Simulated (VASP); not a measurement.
A run of VASP 6.6.1:

File POSCAR:

```
BaTiO3
1.0
    2.8399983144      1.6396737913      2.3313532688
   -2.8399983144      1.6396737913      2.3313532688
    0.0000000000     -3.2793475827      2.3313532687
Ba Ti O
1 1 3
Direct
   -0.0032057798     -0.0032057798     -0.0032057798
    0.4833346617      0.4833346617      0.4833346617
    0.5098255445      0.5098255445      0.0194200292
    0.0194200292      0.5098255445      0.5098255445
    0.5098255445      0.0194200292      0.5098255445
```

Contents of INCAR.step1:

```
PREC = Accurate ; ENCUT = 520
ISMEAR = -1 ; SIGMA = 0.02
LREAL = False ; LASPH = True
NELM = 60 ; NBANDS = 28
GGA = PE ; ALGO = Normal
EDIFF = 1E-4 ; LWAVE = True
LCHARG = False
```

Contents of INCAR.step2:

```
PREC = Accurate ; ENCUT = 520
EDIFF = 1E-6 ; ISMEAR = -1
SIGMA = 0.02 ; LREAL = False
LASPH = True ; NELM = 60
ALGO = Normal ; ISIF = 2
LWAVE = False ; LCHARG = False
METAGGA = R2SCAN ; LMIXTAU = True
NBANDS = 28 ; ISTART = 1
```

File KPOINTS:

```
Automatic mesh
0
Gamma
  6 6 6
```

Potentials or basis: VASP PAW PBE potentials, release 64 (Ba_sv, Ti_sv, O).

Command:

```bash
$ cat potpaw_PBE.64/Ba_sv/POTCAR potpaw_PBE.64/Ti_sv/POTCAR potpaw_PBE.64/O/POTCAR > POTCAR
$ cp INCAR.step1 INCAR
$ mpirun -np 1 vasp_std > vasp.out
$ cp INCAR.step2 INCAR
$ mpirun -np 1 vasp_std > vasp.out
```

Hardware: 1 thread of Intel Xeon 8259CL, with other jobs on the host.

Estimate the wall time of this run.

Run time: 10 min on 1 thread of Intel Xeon 8259CL (shared host), peak memory 0.21 GiB. Counts: k points 32.
